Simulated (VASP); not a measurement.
Set up this calculation in VASP 6.6.1, as the native input.

```yaml
Task: single point
Functional: PBE
Potentials_or_basis: VASP PAW PBE potentials, release 64 (Ca_sv)
Cutoff: 500 eV
k_mesh: 6 × 6 × 6
Occupations: gaussian, width 0.05 eV
Spin: no spin polarisation
Dipole_correction: no
Further_INCAR_settings: ALGO = Normal; EDIFF = 1e-06; NBANDS = 11
```

The structure of Ca lies in POSCAR:

```
Ca
1.0
   -2.1985937132      2.1985937132      2.1985937132
    2.1985937132     -2.1985937132      2.1985937132
    2.1985937132      2.1985937132     -2.1985937132
Ca
1
Direct
    0.0000000000      0.0000000000      0.0000000000
```

These files were run (other wordings do the same):

INCAR

```
SYSTEM = Ca
PREC = Accurate
ENCUT = 500
EDIFF = 1E-6
ISMEAR = 0
SIGMA = 0.05
LREAL = .False.
LASPH = .True.
NELM = 120
ALGO = Normal
ISIF = 2
LWAVE = .False.
LCHARG = .False.
GGA = PE
NBANDS = 11
GGA_COMPAT = .False.
```

KPOINTS

```
Automatic mesh
0
Gamma
  6 6 6
  0 0 0
```

Potentials or basis: VASP PAW PBE potentials, release 64 (Ca_sv).

The run is started by

```console
$ cat potpaw_PBE.64/Ca_sv/POTCAR > POTCAR
$ mpirun -np 1 vasp_std > vasp.out
```

It gave:

```
Pressure               : 0.0 GPa
Band gap on the k mesh : zero (band 5 reaches 2.15 eV, above the bottom of band 6 at 1.94 eV)
```

Wall time 12 s on 1 thread of Intel Xeon 8259CL, with other jobs on the host, peak memory 0.15 GiB.
